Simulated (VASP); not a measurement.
Wanted: the native input for a VASP 6.6.1 run.

| Item | Value |
| --- | --- |
| Task | relaxation of cell and atoms |
| Functional | PBE |
| Potentials or basis | VASP PAW PBE potentials, release 64 (C) |
| Cutoff | 600 eV |
| k mesh | 6 × 6 × 4 |
| Occupations | gaussian, width 0.1 eV |
| Spin | no spin polarisation |
| Dipole correction | no |
| Further INCAR settings | ALGO = Normal; EDIFF = 1e-07; IBRION = 2; EDIFFG = -0.04; NSW = 90; ISIF = 3 |

The structure of C lies in POSCAR:

```
C
1.0
    2.1582290600     -2.4546516600      0.0000000000
    2.1582290600      2.4546516600      0.0000000000
    0.0000000000      0.0000000000      4.3051700700
C
8
Direct
    0.3068769000      0.0393005300      0.4095200300
    0.4606994700      0.1931231000      0.0904799700
    0.0393005300      0.3068769000      0.5904799700
    0.1931231000      0.4606994700      0.9095200300
    0.9606994700      0.6931231000      0.4095200300
    0.6931231000      0.9606994700      0.5904799700
    0.8068769000      0.5393005300      0.0904799700
    0.5393005300      0.8068769000      0.9095200300
```

These files were run (other wordings do the same):

INCAR

```
SYSTEM = C
  ALGO = Normal
  EDIFF = 1E-7
  EDIFFG = -0.04
  ENCUT = 600
  GGA = PE
  IBRION = 2
  ISIF = 3
  ISMEAR = 0
  LASPH = .TRUE.
  LCHARG = .FALSE.
  LREAL = .FALSE.
  LWAVE = .FALSE.
  NELM = 80
  NSW = 90
  PREC = Accurate
  SIGMA = 0.1
```

KPOINTS

```
k-points
0
G
  6 6 4
  0 0 0
```

Potentials or basis: VASP PAW PBE potentials, release 64 (C).

The run is started by

```console
$ cat potpaw_PBE.64/C/POTCAR > POTCAR
$ mpirun -np 1 vasp_std > vasp.out
```

It gave:

- Relaxed volume: 6.02 Å³/atom
- Relaxed cell: a = 3.338 Å, b = 3.338 Å, c = 4.369 Å, α = 90.00°, β = 90.00°, γ = 98.40°
- Space group after relaxing (to 0.05 Å): Cmce (No. 64)
- Energy gained by relaxing: 65.2 meV/atom
- Ionic steps: 10
- Pressure after relaxing: 0.3 GPa
- Largest force after relaxing: 0.033 eV/Å
- Band gap on the k mesh: 2.76 eV, indirect (least direct gap 4.64 eV)

It took 2.6 min on 1 thread of Intel(R) Xeon(R) Platinum 8488C (Sapphire Rapids), with other jobs on the host, peak memory 0.18 GiB.
